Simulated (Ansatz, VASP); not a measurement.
## CrO2: VASP beside Ansatz

File INCAR:

```
ALGO     = Normal         # electronic algorithm
EDIFF    = 1E-6           # SCF threshold, eV
ENCUT    = 520            # plane-wave cutoff, eV
GGA      = RE             # functional
ISIF     = 2              # what is computed and relaxed
ISMEAR   = 0              # smearing method
ISPIN    = 2              # spin polarisation
LASPH    = True           # aspherical terms in the spheres
LCHARG   = True           # write CHGCAR
LELF     = True           # ELF
LMAXMIX  = 4              # l up to which the mixer works
LORBIT   = 11             # projections on sites
LREAL    = False          # projectors in reciprocal space
LVHAR    = True         
LWAVE    = False          # write WAVECAR
MAGMOM   = 2 2 0 0 0 0    # initial moments
NBANDS   = 37             # bands
NELM     = 150            # most SCF steps
PREC     = Accurate       # precision mode
SIGMA    = 0.05           # smearing width, eV
```

File KPOINTS:

```
k-points
0
Gamma
  6 6 10
```

File POSCAR:

```
CrO2
1.0
    4.4030760031      0.0000000000      0.0000000000
    0.0000000000      4.4030760031      0.0000000000
    0.0000000000      0.0000000000      2.9128492650
Cr O
2 4
Direct
    0.0000000000      0.0000000000      0.0000000000
    0.5000000000      0.5000000000      0.5000000000
    0.3027492540      0.3027492540      0.0000000000
    0.1972507460      0.8027492540      0.5000000000
    0.6972507460      0.6972507460      0.0000000000
    0.8027492540      0.1972507460      0.5000000000
```

Input for Ansatz:

```yaml
crystal:
  lattice:
    - [4.4030760031, 0.0, 0.0]
    - [0.0, 4.4030760031, 0.0]
    - [0.0, 0.0, 2.912849265]
  atoms:
    - { symbol: Cr, position: [0.0, 0.0, 0.0], spin: 2.0 }
    - { symbol: Cr, position: [0.5, 0.5, 0.5], spin: 2.0 }
    - { symbol: O, position: [0.302749254, 0.302749254, 0.0] }
    - { symbol: O, position: [0.197250746, 0.802749254, 0.5] }
    - { symbol: O, position: [0.697250746, 0.697250746, 0.0] }
    - { symbol: O, position: [0.802749254, 0.197250746, 0.5] }
basis:
  ecutwfc: 500
  ecutrho_ratio: 4
kpoints:
  mp_grid: { grid: [6, 6, 10] }
hamiltonian:
  xc: revpbe
scf:
  occupations: { method: gaussian, width: 0.05 }
output:
  forces: true
  stress: true
magnetization:
  spin_polarized: true
```

Alike in both runs: task single point; functional revPBE; k mesh 6 × 6 × 10; occupations gaussian, width 0.05 eV; collinear spin.

|  | VASP | Ansatz |
| --- | --- | --- |
| version | VASP 6.6.1 | Ansatz 0.2.0 |
| potentials or method | VASP PAW PBE potentials, release 64 (Cr_pv, O), cutoff 520 eV | scalar-relativistic, plane waves, PAW |
| valence electrons in the cell | 48 | 52 |

```tsv
	VASP	Ansatz	Ansatz less VASP
pressure (GPa)	10.1	9.5	-0.62
traceless stress, the component that is largest in VASP (GPa)	-0.12	-0.29	-0.170
rms of the force components (eV/Å)	0.009	0.018	+0.0090
net moment per atom (μB)	0.67	0.67	0.000
size of the moment on the site where the two differ most (μB)	2.11	1.74	-0.372
```

VASP's potentials were made for PBE, not for revPBE. Site moments also hang on the region over which each program counts them. Atom by atom the forces differ by 0.009 eV/Å (rms over components). VASP's potentials hold 48 valence electrons a cell and Ansatz's 52, so a difference there can come from the potentials and not from the codes.
